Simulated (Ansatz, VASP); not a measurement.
Given: the input of a run of Ansatz 0.2.0 on Ti3Al.

input.yaml

```yaml
crystal:
  lattice:
    - [2.8879759913, 0.0, 0.0]
    - [-1.4439879956, 2.501060574, 0.0]
    - [0.0, 0.0, 9.1016661466]
  atoms:
    - { symbol: Ti, position: [0.3333333333, 0.6666666667, 0.249406] }
    - { symbol: Ti, position: [0.3333333333, 0.6666666667, 0.750594] }
    - { symbol: Ti, position: [0.6666666667, 0.3333333333, 0.0] }
    - { symbol: Al, position: [0.6666666667, 0.3333333333, 0.5] }
hamiltonian:
  xc: r2scan
  pseudopotentials: { kind: paw }
kpoints:
  mp_grid: { grid: [10, 10, 3] }
scf:
  occupations: { method: fermi_dirac, width: 0.05 }
output:
  forces: true
  stress: true
  eigenvalues: true
```

Potentials or basis: Ansatz PAW.

Run with:

```bash
$ ansatz run input.yaml --threads 2 --pin off --max-ram 5632MiB --backend cpu --events-out ev --progress --plain --runs-dir out
```

Task: Set up the same calculation for VASP 6.6.1. Potentials there: VASP PAW PBE potentials, release 64 (Ti_sv, Al).

Result: As run (the cutoff follows the program's own potentials):

File POSCAR:

```
Ti3Al
1.0
    2.8879759913      0.0000000000      0.0000000000
   -1.4439879956      2.5010605740      0.0000000000
    0.0000000000      0.0000000000      9.1016661466
Ti Al
3 1
Direct
    0.3333333333      0.6666666667      0.2494060000
    0.3333333333      0.6666666667      0.7505940000
    0.6666666667      0.3333333333      0.0000000000
    0.6666666667      0.3333333333      0.5000000000
```

INCAR.step1

```
  ALGO = Normal
  EDIFF = 1E-4
  ENCUT = 520
  GGA = PE
  ISMEAR = -1
  LASPH = True
  LCHARG = False
  LREAL = False
  LWAVE = True
  NBANDS = 28
  NELM = 80
  PREC = Accurate
  SIGMA = 0.05
```

File INCAR.step2:

```
  ALGO = Normal
  EDIFF = 1E-6
  ENCUT = 520
  ISIF = 2
  ISMEAR = -1
  ISTART = 1
  LASPH = True
  LCHARG = False
  LMIXTAU = True
  LREAL = False
  LWAVE = False
  METAGGA = R2SCAN
  NBANDS = 28
  NELM = 80
  PREC = Accurate
  SIGMA = 0.05
```

File KPOINTS:

```
k-points
0
Gamma
  10 10 3
```

Potentials or basis: VASP PAW PBE potentials, release 64 (Ti_sv, Al).

Launch:

```bash
$ cat potpaw_PBE.64/Ti_sv/POTCAR potpaw_PBE.64/Al/POTCAR > POTCAR
$ cp INCAR.step1 INCAR
$ mpirun -np 1 vasp_std > vasp.out
$ cp INCAR.step2 INCAR
$ mpirun -np 1 vasp_std > vasp.out
```

Both were run:

|  | VASP | Ansatz | Ansatz less VASP |
| --- | --- | --- | --- |
| gap on the k mesh at the Fermi level (eV) | none | none | - |
| pressure (GPa) | 4.5 | 4.2 | -0.25 |
| traceless stress, the component that is largest in VASP (GPa) | 0.28 | 0.26 | -0.016 |
| rms of the force components (eV/Å) | 0.013 | 0.006 | -0.0077 |

VASP's potentials were made for PBE, not for r2SCAN. Atom by atom the forces differ by 0.008 eV/Å (rms over components). A gap of «none» marks a metal or a gap that the smearing closes.
